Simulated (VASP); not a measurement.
# SnO2 (R-3m) in VASP: notebook

The runs below take SnO2 through single point, with PBE.

Program: VASP 6.6.1. These are calculated values, not measurements. Logs are shortened: lines on timing, memory, paths and dates and some standing lists are left out, and cuts for length are marked.

### 1 The cell of the first run

It takes space group R-3m (No. 166, trigonal). Conventional cell: a = 3.318 Å, b = 3.318 Å, c = 15.138 Å, α = 90.00°, β = 90.00°, γ = 120.00°. Sn (site symmetry -3m) has 6 O at 2.22 Å within 2.9 Å. O (site symmetry 3m) has 3 Sn at 2.22 Å and 3 O at 2.95 Å within 3.0 Å.

### 2 Single point, PBE (atoms shifted along a free coordinate)

INCAR reads:

```
  PREC = Accurate
  ENCUT = 520
  EDIFF = 1E-7
  ISMEAR = 0
  SIGMA = 0.05
  LREAL = False
  LASPH = True
  NELM = 60
  ALGO = Normal
  ISIF = 2
  LWAVE = False
  LCHARG = False
  GGA = PE
  NBANDS = 20
```

KPOINTS reads:

```
regular mesh
0
Gamma
  12 12 12
```

POSCAR reads:

```
SnO2
1.0
    1.6587648191      0.9576883149      5.0460169415
   -1.6587648191      0.9576883149      5.0460169415
    0.0000000000     -1.9153766297      5.0460169415
Sn O
1 2
Direct
    0.5000000000      0.5000000000      0.5000000000
    0.2406435246      0.2406435246      0.2406435246
    0.7593564754      0.7593564754      0.7593564754
```

Potentials or basis: VASP PAW PBE potentials, release 64 (Sn_d, O).

Started as:

```console
$ cat potpaw_PBE.64/Sn_d/POTCAR potpaw_PBE.64/O/POTCAR > POTCAR
$ mpirun -np 1 vasp_std > vasp.out
```

OUTCAR:

```text
PREC = Accurate
   ENCUT = 520
   EDIFF = 1E-7
   ISMEAR = 0
   LREAL = False
   LASPH = True
   NELM = 60
   ISIF = 2
   GGA = PE

 ion  position               nearest neighbor table
   1  0.500  0.500  0.500-   2 2.22   2 2.22   3 2.22   3 2.22   2 2.22   3 2.22
   2  0.241  0.241  0.241-   1 2.22   1 2.22   1 2.22
   3  0.759  0.759  0.759-   1 2.22   1 2.22   1 2.22

  LATTYP: Found a trigonal (rhomboedric) cell.
 ALAT       =     5.3973099418
 COS(alpha) =     0.8110943660

  Lattice vectors:

 A1 = (   1.6587648191,   0.9576883149,   5.0460169415)
 A2 = (  -1.6587648191,   0.9576883149,   5.0460169415)
 A3 = (   0.0000000000,  -1.9153766297,   5.0460169415)

Analysis of symmetry for initial positions (statically):
=====================================================================
 Subroutine PRICEL returns:
 Original cell was already a primitive cell.

 Routine SETGRP: Setting up the symmetry group for a
 trigonal (rhombohedral) supercell.

 Subroutine GETGRP returns: Found 12 space group operations
 (whereof 12 operations were pure point group operations)
 out of a pool of 12 trial point group operations.

The static configuration has the point symmetry D_3d.

Analysis of symmetry for dynamics (positions and initial velocities):
=====================================================================
 Subroutine PRICEL returns:
 Original cell was already a primitive cell.

 Routine SETGRP: Setting up the symmetry group for a
 trigonal (rhombohedral) supercell.

 Subroutine GETGRP returns: Found 12 space group operations
 (whereof 12 operations were pure point group operations)
 out of a pool of 12 trial point group operations.

The dynamic configuration has the point symmetry D_3d.

 Subroutine INISYM returns: Found 12 space group operations
 (whereof 12 operations are pure point group operations),
 and found     1 'primitive' translations

----------------------------------------------------------------------------------------

                                     Primitive cell

  volume of cell :      48.0960

  direct lattice vectors                    reciprocal lattice vectors
     1.658764819  0.957688315  5.046016941     0.301429108  0.174030177  0.066058703
    -1.658764819  0.957688315  5.046016941    -0.301429108  0.174030177  0.066058703
     0.000000000 -1.915376630  5.046016941     0.000000000 -0.348060353  0.066058703

  length of vectors
     5.397309942  5.397309942  5.397309942     0.354273569  0.354273569  0.354273569

  position of ions in fractional coordinates (direct lattice)
     0.500000000  0.500000000  0.500000000
     0.240643525  0.240643525  0.240643525
     0.759356475  0.759356475  0.759356475

  ion indices of the primitive-cell ions
   primitive index   ion index
                 1           1
                 2           2
                 3           3

----------------------------------------------------------------------------------------

 KPOINTS: regular mesh

Automatic generation of k-mesh.
 Grid dimensions read from file:
 generate k-points for:   12   12   12

 Generating k-lattice:

  Cartesian coordinates                     Fractional coordinates (reciprocal lattice)
     0.025119092  0.014502515  0.005504892     0.083333333 -0.000000000  0.000000000
    -0.025119092  0.014502515  0.005504892    -0.000000000  0.083333333  0.000000000
     0.000000000 -0.029005029  0.005504892    -0.000000000 -0.000000000  0.083333333

  Length of vectors
     0.029522797  0.029522797  0.029522797

  Shift w.r.t. Gamma in fractional coordinates (k-lattice)
     0.000000000  0.000000000  0.000000000

 Subroutine IBZKPT returns following result:
 ===========================================

 Found    189 irreducible k-points:

 Following reciprocal coordinates:
            Coordinates               Weight
  0.000000  0.000000  0.000000      1.000000
  0.083333  0.000000 -0.000000      6.000000
  0.166667  0.000000  0.000000      6.000000
  0.250000 -0.000000 -0.000000      6.000000
  0.333333 -0.000000  0.000000      6.000000
  0.416667  0.000000  0.000000      6.000000
[... 16 lines left out ...]
  0.500000  0.166667  0.000000     12.000000
 -0.416667  0.166667  0.000000     12.000000
 [... further k-points ...]
   k-points           NKPTS =    189   k-points in BZ     NKDIM =    189   number of bands    NBANDS=     20
   number of dos      NEDOS =    301   number of ions     NIONS =      3
   total plane-waves  NPLWV =  64000
   dimension x,y,z NGX =    40 NGY =   40 NGZ =   40
   dimension x,y,z NGXF=    80 NGYF=   80 NGZF=   80
   ions per type =               1   2
   NGX,Y,Z   is equivalent  to a cutoff of  12.32, 12.32, 12.32 a.u.
   NGXF,Y,Z  is equivalent  to a cutoff of  24.64, 24.64, 24.64 a.u.
 SYSTEM =  unknown system
   PREC   = accura    normal or accurate (medium, high low for compatibility)
   ISTART =      0    job   : 0-new  1-cont  2-samecut
   ICHARG =      2    charge: 1-file 2-atom 10-const
   ISPIN  =      1    spin polarized calculation?
   LNONCOLLINEAR =      F non collinear calculations
   LSORBIT =      F    spin-orbit coupling
   LASPH  =      T    aspherical Exc in radial PAW
   ENCUT  =  520.0 eV  38.22 Ry    6.18 a.u.  10.04 10.04 10.04*2*pi/ulx,y,z
   NELM   =     60;   NELMIN=  2; NELMDL= -5     # of ELM steps
   EDIFF  = 0.1E-06   stopping-criterion for ELM
   LREAL  =      F    real-space projection
   EDIFFG = 0.1E-05   stopping-criterion for IOM
   NSW    =      0    number of steps for IOM
   IBRION =     -1    ionic relax: 0-MD 1-quasi-New 2-CG
   NFREE  =      0    steps in history (QN), initial steepest desc. (CG)
   ISIF   =      2    stress and relaxation
   ISYM   =      2    0-nonsym 1-usesym 2-fastsym
   POTIM  = 0.5000    time-step for ionic-motion
   TEBEG  =    0.0;   TEEND  =   0.0 temperature during run
   PSTRESS=    0.0 pullay stress
   NELECT =      26.0000    total number of electrons
   NUPDOWN=      -1.0000    fix difference up-down
   EMIN   =  10.00;   EMAX   =-10.00  energy-range for DOS
   EFERMI =   0.00;   METHOD = LEGACY
   ISMEAR =     0;   SIGMA  =   0.05  broadening in eV -4-tet -1-fermi 0-gaus
   EFERMI_NEDOS =   21; number of points for ismear=-14 and -15
   IALGO  =     38    algorithm
   IMIX   =      4    mixing-type and parameters
     AMIX     =   0.40;   BMIX     =  1.00
     AMIX_MAG =   1.60;   BMIX_MAG =  1.00
  volume/ion in A,a.u.               =      16.03       108.19
  Fermi-wavevector in a.u.,A,eV,Ry     =   1.333612  2.520162 24.198262  1.778522
  Thomas-Fermi vector in A             =   2.462457
   LORBIT       =      0    0 simple, 1 ext, 2 COOP (PROOUT), +10 PAW based schemes
   GGA     = PE    functional components
   LHFCALC =     F    Hartree Fock is set to
   AEXX    =    0.0000 exact exchange contribution
   IVDW    =     0    specifies the selected vdW correction
   LEPSILON=     F    determine dielectric tensor
   LRPA    =     F    only Hartree local field effects (RPA)
 non-spin polarized calculation
 Gauss-broadening in eV      SIGMA  =   0.05
  energy-cutoff  :      520.00
  volume of cell :       48.10
 maximum number of plane-waves:      1314
   NGX = 21   NGY = 21   NGZ = 21

 number of electron      26.0000005 magnetization

 Free energy of the ion-electron system (eV)
  ---------------------------------------------------
  ext. energy  EPLUGINS =         0.00000000
  ---------------------------------------------------
  free energy    TOTEN  =       -17.91102540 eV

  energy without entropy =      -17.91102540  energy(sigma->0) =      -17.91102540

 E-fermi :   2.5429     XC(G=0):  -9.5476

 val. band max:        2.3107685843   @ k =  -0.0833   0.0833   0.0000
 cond. band min:       3.7232892150   @ k =   0.0000   0.0000   0.0000
 fundamental gap:      1.4125206307
 Fermi energy:         2.5428583502

 k-point     1 :       0.0000    0.0000    0.0000
  band No.  band energies     occupation
      1     -17.7324      2.00000
      2     -17.6497      2.00000
      3     -17.6497      2.00000
      4     -17.5460      2.00000
      5     -17.5460      2.00000
      6     -15.0120      2.00000
[... 12 lines left out ...]
     19      18.6156      0.00000
     20      18.6159      0.00000

 k-point     2 :       0.0833    0.0000   -0.0000
  band No.  band energies     occupation
      1     -17.7219      2.00000
      2     -17.6758      2.00000
      3     -17.6385      2.00000
      4     -17.5584      2.00000
      5     -17.5470      2.00000
      6     -14.9624      2.00000
[... 12 lines left out ...]
     19      17.1866      0.00000
     20      18.6946      0.00000

 k-point     3 :       0.1667    0.0000    0.0000
  band No.  band energies     occupation
      1     -17.7732      2.00000
      2     -17.6781      2.00000
      3     -17.6106      2.00000
      4     -17.5779      2.00000
      5     -17.5466      2.00000
      6     -14.8143      2.00000
[... 12 lines left out ...]
     19      15.8959      0.00000
     20      18.9636      0.00000

 k-point     4 :       0.2500   -0.0000   -0.0000
  band No.  band energies     occupation
      1     -17.8931      2.00000
      2     -17.6457      2.00000
      3     -17.5892      2.00000
      4     -17.5842      2.00000
      5     -17.5288      2.00000
      6     -14.5803      2.00000
[... 12 lines left out ...]
     19      14.9142      0.00000
     20      18.6902      0.00000

 k-point     5 :       0.3333   -0.0000    0.0000
  band No.  band energies     occupation
      1     -18.0087      2.00000
      2     -17.6422      2.00000
      3     -17.5882      2.00000
      4     -17.5602      2.00000
      5     -17.4901      2.00000
      6     -14.3020      2.00000
[... 12 lines left out ...]
     19      14.2818      0.00000
     20      17.3083      0.00000

 k-point     6 :       0.4167    0.0000    0.0000
  band No.  band energies     occupation
      1     -18.0893      2.00000
      2     -17.6503      2.00000
      3     -17.5918      2.00000
      4     -17.5330      2.00000
      5     -17.4570      2.00000
      6     -14.0594      2.00000
[... 12 lines left out ...]
     19      14.5325      0.00000
     20      16.1984      0.00000

 k-point     7 :       0.5000   -0.0000   -0.0000
  band No.  band energies     occupation
      1     -18.1180      2.00000
      2     -17.6540      2.00000
      3     -17.5935      2.00000
      4     -17.5226      2.00000
      5     -17.4445      2.00000
      6     -13.9588      2.00000
[... 12 lines left out ...]
     19      14.9069      0.00000
     20      15.5820      0.00000
[... 277 lines left out ...]
 k-point    20 :       0.2500    0.1667    0.0000
  band No.  band energies     occupation
      1     -17.8323      2.00000
      2     -17.6759      2.00000
      3     -17.5933      2.00000
      4     -17.5846      2.00000
      5     -17.5376      2.00000
      6     -14.6614      2.00000
[... 12 lines left out ...]
     19      15.3223      0.00000
     20      18.4535      0.00000

 k-point    21 :       0.3333    0.1667   -0.0000
  band No.  band energies     occupation
      1     -17.9031      2.00000
      2     -17.6785      2.00000
      3     -17.5964      2.00000
      4     -17.5884      2.00000
      5     -17.5093      2.00000
      6     -14.4179      2.00000
[... 12 lines left out ...]
     19      15.1739      0.00000
     20      17.5087      0.00000

 k-point    22 :       0.4167    0.1667    0.0000
  band No.  band energies     occupation
      1     -17.9743      2.00000
      2     -17.6795      2.00000
      3     -17.6082      2.00000
      4     -17.5776      2.00000
      5     -17.4882      2.00000
      6     -14.1174      2.00000
[... 12 lines left out ...]
     19      15.3132      0.00000
     20      16.5409      0.00000

 k-point    23 :       0.5000    0.1667    0.0000
  band No.  band energies     occupation
      1     -18.0264      2.00000
      2     -17.6834      2.00000
      3     -17.6201      2.00000
      4     -17.5491      2.00000
      5     -17.4860      2.00000
      6     -13.8429      2.00000
[... 12 lines left out ...]
     19      15.5426      0.00000
     20      15.8579      0.00000

 k-point    24 :      -0.4167    0.1667    0.0000
  band No.  band energies     occupation
      1     -18.0453      2.00000
      2     -17.6855      2.00000
      3     -17.6247      2.00000
      4     -17.5293      2.00000
      5     -17.4936      2.00000
      6     -13.7283      2.00000
[... 12 lines left out ...]
     19      14.9726      0.00000
     20      16.1078      0.00000

 [... further k-points ...]

------------------------ aborting loop because EDIFF is reached ----------------------------------------

  FORCE on cell =-STRESS in cart. coord.  units (eV):
  Direction    XX          YY          ZZ          XY          YZ          ZX
  --------------------------------------------------------------------------------------
  -------------------------------------------------------------------------------------
  Total       -3.9686092     -3.9686092     -3.6325795      0.0000000     -0.0000000     -0.0000000
  in kB     -132.2025897   -132.2025898   -121.0087430      0.0000000     -0.0000000     -0.0000000
  external PRESSURE =    -128.4713075 kB  Pullay stress =       0.0000000 kB

 VOLUME and BASIS-vectors are now :
 -----------------------------------------------------------------------------
  energy-cutoff  :      520.00
  volume of cell :       48.10
      direct lattice vectors                 reciprocal lattice vectors
     1.658764819  0.957688315  5.046016941     0.301429108  0.174030177  0.066058703
    -1.658764819  0.957688315  5.046016941    -0.301429108  0.174030177  0.066058703
     0.000000000 -1.915376630  5.046016941     0.000000000 -0.348060353  0.066058703

 POSITION                                       TOTAL-FORCE (eV/Angst)
 -----------------------------------------------------------------------------------
      0.00000      0.00000      7.56903         0.000000     -0.000000     -0.000000
      0.00000      0.00000      3.64287        -0.000000     -0.000000     -1.597894
      0.00000      0.00000     11.49518        -0.000000      0.000000      1.597894
 -----------------------------------------------------------------------------------
    total drift:                                0.000000      0.000000     -0.000000

  FREE ENERGIE OF THE ION-ELECTRON SYSTEM (eV)
  ---------------------------------------------------
  free  energy   TOTEN  =       -17.9110254021 eV

  energy  without entropy=      -17.9110254021  energy(sigma->0) =      -17.91102540
```

It took 1.8 min on 1 thread of Intel Xeon 6975P-C (Granite Rapids), shared host; peak memory 0.34 GiB.

Results:

```yaml
Free_energy: -17.9110 eV
Pressure: -12.8 GPa
Largest_force: 1.598 eV/Å
Band_gap_on_the_k_mesh: 1.41 eV (least direct gap 1.43 eV)
```

Forces in eV/Å, atoms in the order of the input:
```
Sn   0.000  0.000  0.000
O    0.000  0.000 -1.598
O    0.000  0.000  1.598
```

Levels at points of the mesh, in eV from the valence-band top:
| k point | band 10 | band 11 | band 12 | band 13 | band 14 | band 15 | band 16 | band 17 |
| --- | --- | --- | --- | --- | --- | --- | --- | --- |
| (0.00, 0.00, 0.00) | -1.00 | -0.73 | -0.73 | -0.01 | 1.41 | 5.21 | 10.21 | 10.21 |
| (0.50, 0.00, 0.00) | -2.37 | -1.44 | -0.58 | -0.51 | 4.19 | 6.82 | 9.37 | 11.00 |
| (0.50, 0.50, 0.00) | -2.45 | -1.15 | -0.46 | -0.04 | 3.96 | 6.17 | 9.63 | 10.89 |
| (0.50, 0.50, 0.50) | -1.06 | -0.97 | -0.69 | -0.69 | 2.53 | 5.04 | 10.32 | 10.32 |

Caveat: the cell differs from its parent crystal (atoms shifted along a free coordinate); the cell stands under tension; spin-orbit coupling is left out, which moves the levels of the heavy elements; forces of over 1 eV/Å act on the atoms, so gaps and moduli don't describe the material at rest. A k mesh can miss the band edges.

### 3 Single point, PBE (atoms shifted along a free coordinate)

INCAR reads:

```
PREC = Accurate ; ENCUT = 520
EDIFF = 1E-6 ; ISMEAR = 0
SIGMA = 0.05 ; LREAL = F
LASPH = T ; NELM = 80
ALGO = Normal ; ISIF = 2
LWAVE = F ; LCHARG = F
GGA = PE ; NBANDS = 20
```

KPOINTS reads:

```
Automatic mesh
0
Gamma
  12 12 12
```

POSCAR reads:

```
SnO2
1.0
    1.6587648191      0.9576883149      5.0460169415
   -1.6587648191      0.9576883149      5.0460169415
    0.0000000000     -1.9153766297      5.0460169415
Sn O
1 2
Direct
    0.5000000000      0.5000000000      0.5000000000
    0.2176001231      0.2176001231      0.2176001231
    0.7823998769      0.7823998769      0.7823998769
```

Potentials or basis: VASP PAW PBE potentials, release 64 (Sn_d, O).

Started as:

```console
$ cat potpaw_PBE.64/Sn_d/POTCAR potpaw_PBE.64/O/POTCAR > POTCAR
$ mpirun -np 1 vasp_std > vasp.out
```

OUTCAR:

```text
PREC = Accurate
   ENCUT = 520
   EDIFF = 1E-6
   ISMEAR = 0
   LREAL = F
   LASPH = T
   NELM = 80
   ISIF = 2
   GGA = PE

 ion  position               nearest neighbor table
   1  0.500  0.500  0.500-   2 2.06   2 2.06   3 2.06   3 2.06   2 2.06   3 2.06
   2  0.218  0.218  0.218-   1 2.06   1 2.06   1 2.06
   3  0.782  0.782  0.782-   1 2.06   1 2.06   1 2.06

  LATTYP: Found a trigonal (rhomboedric) cell.
 ALAT       =     5.3973099418
[... 746 lines left out ...]

  FORCE on cell =-STRESS in cart. coord.  units (eV):
  Direction    XX          YY          ZZ          XY          YZ          ZX
  --------------------------------------------------------------------------------------
  -------------------------------------------------------------------------------------
  Total        2.8365970      2.8365970      3.8735782      0.0000000      0.0000000      0.0000000
  in kB       94.4929197     94.4929197    129.0369092      0.0000000      0.0000000      0.0000000
  external PRESSURE =     106.0075829 kB  Pullay stress =       0.0000000 kB

 VOLUME and BASIS-vectors are now :
 -----------------------------------------------------------------------------
  energy-cutoff  :      520.00
  volume of cell :       48.10
      direct lattice vectors                 reciprocal lattice vectors
     1.658764819  0.957688315  5.046016941     0.301429108  0.174030177  0.066058703
    -1.658764819  0.957688315  5.046016941    -0.301429108  0.174030177  0.066058703
     0.000000000 -1.915376630  5.046016941     0.000000000 -0.348060353  0.066058703

 POSITION                                       TOTAL-FORCE (eV/Angst)
 -----------------------------------------------------------------------------------
      0.00000      0.00000      7.56903         0.000000      0.000000      0.000000
      0.00000      0.00000      3.29404        -0.000000      0.000000      2.654589
      0.00000      0.00000     11.84401        -0.000000     -0.000000     -2.654589
 -----------------------------------------------------------------------------------
    total drift:                                0.000000      0.000000     -0.000000

  FREE ENERGIE OF THE ION-ELECTRON SYSTEM (eV)
  ---------------------------------------------------
  free  energy   TOTEN  =       -17.6211637749 eV

  energy  without entropy=      -17.6211637749  energy(sigma->0) =      -17.62116377
```

stdout:

```text
POSCAR found type information on POSCAR SnO
 POSCAR found :  2 types and       3 ions
 scaLAPACK will be used
 LDA part: xc-table for (Slater+PW92), standard interpolation
 POSCAR, INCAR and KPOINTS ok, starting setup
 FFT: planning ... GRIDC
 FFT: planning ... GRID_SOFT
 FFT: planning ... GRID
 WAVECAR not read
 entering main loop
```

Run time: 1.7 min. Hardware: 1 thread of Intel Xeon 6975P-C (Granite Rapids), shared host; peak memory 0.35 GiB.

What came out:

* Free energy: -17.6212 eV
* Pressure: 10.6 GPa
* Largest force: 2.655 eV/Å
* Band gap on the k mesh: 1.75 eV (least direct gap 2.80 eV)

Forces on the atoms (eV/Å):
```
Sn   0.000  0.000  0.000
O    0.000  0.000  2.655
O    0.000  0.000 -2.655
```

Levels at points of the mesh, in eV from the valence-band top:
| k point | band 11 | band 12 | band 13 | band 14 | band 15 | band 16 |
| --- | --- | --- | --- | --- | --- | --- |
| (0.00, 0.00, 0.00) | -1.50 | -1.50 | -1.05 | 1.75 | 6.20 | 9.34 |
| (0.50, 0.00, 0.00) | -0.80 | -0.55 | -0.35 | 5.77 | 7.41 | 9.04 |
| (0.50, 0.50, 0.00) | -0.66 | -0.33 | -0.31 | 5.71 | 6.65 | 9.71 |
| (0.50, 0.50, 0.50) | -1.63 | -1.50 | -1.50 | 2.59 | 5.70 | 10.05 |

Caveat: the cell differs from its parent crystal (atoms shifted along a free coordinate); the cell stands under pressure; spin-orbit coupling is left out, which moves the levels of the heavy elements; forces of over 1 eV/Å act on the atoms, so gaps and moduli don't describe the material at rest. A k mesh can miss the band edges.
